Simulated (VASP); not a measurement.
The system is CaSe.

```
CELL_PARAMETERS angstrom
0.00000 2.97953 2.97953
2.97953 0.00000 2.97953
2.97953 2.97953 0.00000
ATOMIC_POSITIONS crystal
Ca 0.00000 0.00000 0.00000
Se 0.50000 0.50000 0.50000
```

| Property | Result |
| --- | --- |
| Program | VASP 6.6.1 |
| Task | relaxation of cell and atoms |
| Functional | PBEsol |
| Potentials or basis | VASP PAW PBE potentials, release 64 (Ca_sv, Se) |
| Cutoff | 600 eV |
| k mesh | 6 × 6 × 6 |
| Occupations | fermi-dirac, width 0.02 eV |
| Spin | no spin polarisation |

At the start: pressure -2.0 GPa; volume 26.45 Å³/atom.

Problem. Where does the relaxation end?

Solution. Over 3 steps the energy falls by 6.9 meV/atom and the volume is 25.37 Å³/atom (-4.1 %); space group Fm-3m (No. 225, to 0.05 Å).

The path:
```
step  energy change (eV)  largest force (eV/Å)  pressure (GPa)  volume (Å³)
   1              0.0000                0.0000           -1.98        52.90
   2             -0.0134                0.0000            0.32        50.44
   3             -0.0137                0.0000            0.02        50.75
```

Final structure:
```cif
data_structure
_symmetry_space_group_name_H-M 'P 1'
_symmetry_Int_Tables_number 1
_cell_length_a 4.1557
_cell_length_b 4.1557
_cell_length_c 4.1557
_cell_angle_alpha 60.000
_cell_angle_beta 60.000
_cell_angle_gamma 60.000
_cell_volume 50.75
loop_
_atom_site_label
_atom_site_type_symbol
_atom_site_fract_x
_atom_site_fract_y
_atom_site_fract_z
_atom_site_occupancy
Ca1 Ca 0.00000 0.00000 0.00000 1
Se1 Se 0.50000 0.50000 0.50000 1
```

Caveat: the PAW data sets were made with another functional, which shifts forces and pressure a little.
